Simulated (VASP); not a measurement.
# NaH (F-43m) in VASP: notebook, part 2 of 2

VASP 6.6.1. Earlier steps stand in the parts before.

## Step 3: Single point, r2SCAN (volume changed by +6%)

Input file POSCAR:

```
NaH
1.0
    0.0000000000      2.6478540124      2.6478540124
    2.6478540124      0.0000000000      2.6478540124
    2.6478540124      2.6478540124      0.0000000000
Na H
1 1
Direct
    0.0000000000      0.0000000000      0.0000000000
    0.2500000000      0.2500000000      0.2500000000
```

Input file INCAR.step1:

```
SYSTEM = NaH
ALGO = Normal ; EDIFF = 1E-4
ENCUT = 520 ; GGA = PE
ISMEAR = 0 ; LASPH = .True.
LCHARG = .False. ; LREAL = .False.
LWAVE = .True. ; NBANDS = 11
NELM = 60 ; PREC = Accurate
SIGMA = 0.01
```

Input file INCAR.step2:

```
SYSTEM = NaH
ALGO = Normal ; EDIFF = 1E-7
ENCUT = 520 ; ISIF = 2
ISMEAR = 0 ; ISTART = 1
LASPH = .True. ; LCHARG = .False.
LMIXTAU = .True. ; LREAL = .False.
LWAVE = .False. ; METAGGA = R2SCAN
NBANDS = 11 ; NELM = 60
PREC = Accurate ; SIGMA = 0.01
```

Input file KPOINTS:

```
k-points
0
Gamma
  8 8 8
  0 0 0
```

Potentials or basis: VASP PAW PBE potentials, release 64 (Na_pv, H).

Run with:

```bash
cat potpaw_PBE.64/Na_pv/POTCAR potpaw_PBE.64/H/POTCAR > POTCAR
cp INCAR.step1 INCAR
mpirun -np 1 vasp_std > vasp.out
cp INCAR.step2 INCAR
mpirun -np 1 vasp_std > vasp.out
```

OUTCAR:

```text
SYSTEM = NaH
   EDIFF = 1E-7
   ENCUT = 520
   ISIF = 2
   ISMEAR = 0
   ISTART = 1
   LASPH = .True.
   LREAL = .False.
   METAGGA = R2SCAN
   NELM = 60
   PREC = Accurate

 ion  position               nearest neighbor table
   1  0.000  0.000  0.000-
   2  0.250  0.250  0.250-

  LATTYP: Found a face centered cubic cell.
 ALAT       =     5.2957080248

  Lattice vectors:

 A1 = (   0.0000000000,   2.6478540124,   2.6478540124)
 A2 = (   2.6478540124,   0.0000000000,   2.6478540124)
 A3 = (   2.6478540124,   2.6478540124,   0.0000000000)

Analysis of symmetry for initial positions (statically):
=====================================================================
 Subroutine PRICEL returns:
 Original cell was already a primitive cell.

 Routine SETGRP: Setting up the symmetry group for a
 face centered cubic supercell.

 Subroutine GETGRP returns: Found 24 space group operations
 (whereof 24 operations were pure point group operations)
 out of a pool of 48 trial point group operations.

The static configuration has the point symmetry T_d .

Analysis of symmetry for dynamics (positions and initial velocities):
=====================================================================
 Subroutine PRICEL returns:
 Original cell was already a primitive cell.

 Routine SETGRP: Setting up the symmetry group for a
 face centered cubic supercell.

 Subroutine GETGRP returns: Found 24 space group operations
 (whereof 24 operations were pure point group operations)
 out of a pool of 48 trial point group operations.

The dynamic configuration has the point symmetry T_d .

 Subroutine INISYM returns: Found 24 space group operations
 (whereof 24 operations are pure point group operations),
 and found     1 'primitive' translations

----------------------------------------------------------------------------------------

                                     Primitive cell

[... 111 lines left out ...]
  volume/ion in A,a.u.               =      18.56       125.28
  Fermi-wavevector in a.u.,A,eV,Ry     =   0.981448  1.854668 13.105688  0.963241
  Thomas-Fermi vector in A             =   2.112456
   LORBIT       =      0    0 simple, 1 ext, 2 COOP (PROOUT), +10 PAW based schemes
   METAGGA = R2SCAN    functional components
   LHFCALC =     F    Hartree Fock is set to
   AEXX    =    0.0000 exact exchange contribution
   IVDW    =     0    specifies the selected vdW correction
   LEPSILON=     F    determine dielectric tensor
   LRPA    =     F    only Hartree local field effects (RPA)
 non-spin polarized calculation
 Gauss-broadening in eV      SIGMA  =   0.01
  energy-cutoff  :      520.00
  volume of cell :       37.13
 maximum number of plane-waves:      1012
   NGX = 13   NGY = 13   NGZ = 13

 number of electron       7.9999993 magnetization

 Free energy of the ion-electron system (eV)
  ---------------------------------------------------
  ext. energy  EPLUGINS =         0.00000000
  ---------------------------------------------------
  free energy    TOTEN  =        -7.45154509 eV

  energy without entropy =       -7.45154509  energy(sigma->0) =       -7.45154509

 E-fermi :  -2.1963     XC(G=0):  -7.0202

 val. band max:       -2.3559427733   @ k =  -0.2500   0.5000   0.2500
 cond. band min:       1.6429648032   @ k =   0.5000   0.0000   0.0000
 fundamental gap:      3.9989075766
 Fermi energy:        -2.1963353185

 k-point     1 :       0.0000    0.0000    0.0000
  band No.  band energies     occupation
      1     -25.2428      2.00000
      2     -25.2425      2.00000
      3     -25.2425      2.00000
      4      -5.0048      2.00000
      5       6.1750      0.00000
      6      11.1060      0.00000
      7      11.1061      0.00000
      8      11.1061      0.00000
      9      14.1949      0.00000
     10      14.1949      0.00000
     11      14.1952      0.00000
[... 309 lines left out ...]
 k-point    24 :      -0.3750    0.2500    0.1250
  band No.  band energies     occupation
      1     -25.2747      2.00000
      2     -25.2573      2.00000
      3     -25.2505      2.00000
      4      -2.7127      2.00000
      5       2.2904      0.00000
      6       5.9908      0.00000
      7       7.7738      0.00000
      8      11.3919      0.00000
      9      12.1415      0.00000
     10      15.7507      0.00000
     11      17.1770      0.00000

 [... further k-points ...]
[... 5 lines left out ...]
  --------------------------------------------------------------------------------------
  -------------------------------------------------------------------------------------
  Total       -0.2367511     -0.2367511     -0.2367511      0.0000000      0.0000000     -0.0000000
  in kB      -10.2162238    -10.2162238    -10.2162238      0.0000000      0.0000000     -0.0000000
  external PRESSURE =     -10.2162238 kB  Pullay stress =       0.0000000 kB

 VOLUME and BASIS-vectors are now :
 -----------------------------------------------------------------------------
  energy-cutoff  :      520.00
  volume of cell :       37.13
      direct lattice vectors                 reciprocal lattice vectors
     0.000000000  2.647854012  2.647854012    -0.188832163  0.188832163  0.188832163
     2.647854012  0.000000000  2.647854012     0.188832163 -0.188832163  0.188832163
     2.647854012  2.647854012  0.000000000     0.188832163  0.188832163 -0.188832163

 POSITION                                       TOTAL-FORCE (eV/Angst)
 -----------------------------------------------------------------------------------
      0.00000      0.00000      0.00000         0.000000      0.000000      0.000000
      1.32393      1.32393      1.32393        -0.000000     -0.000000     -0.000000
 -----------------------------------------------------------------------------------
    total drift:                                0.000011      0.000011      0.000011

  FREE ENERGIE OF THE ION-ELECTRON SYSTEM (eV)
  ---------------------------------------------------
  free  energy   TOTEN  =        -7.4515450903 eV

  energy  without entropy=       -7.4515450903  energy(sigma->0) =       -7.45154509
```

Wall time 60 s (1 thread of Intel Xeon Platinum 8259CL at 2.50GHz (Skylake/Cascade Lake), shared host); peak memory 0.16 GiB.

Results:

```
Free energy            : -7.4515 eV
Pressure               : -1.0 GPa
Band gap on the k mesh : 4.00 eV, indirect (least direct gap 4.65 eV)
```

Levels at points of the mesh, in eV from the valence-band top:
```tsv
k point	band 1	band 2	band 3	band 4	band 5	band 6	band 7	band 8	band 9
(0.00, 0.00, 0.00)	-22.89	-22.89	-22.89	-2.65	8.53	13.46	13.46	13.46	16.55
(0.50, 0.00, 0.00)	-22.92	-22.89	-22.89	-0.66	4.00	11.15	12.80	12.80	14.61
(0.50, 0.50, 0.00)	-22.92	-22.90	-22.90	-0.07	5.46	7.73	10.06	10.06	12.96
```

Caveat: the PAW data sets were made with another functional, which shifts forces and pressure a little. A k mesh can miss the band edges.
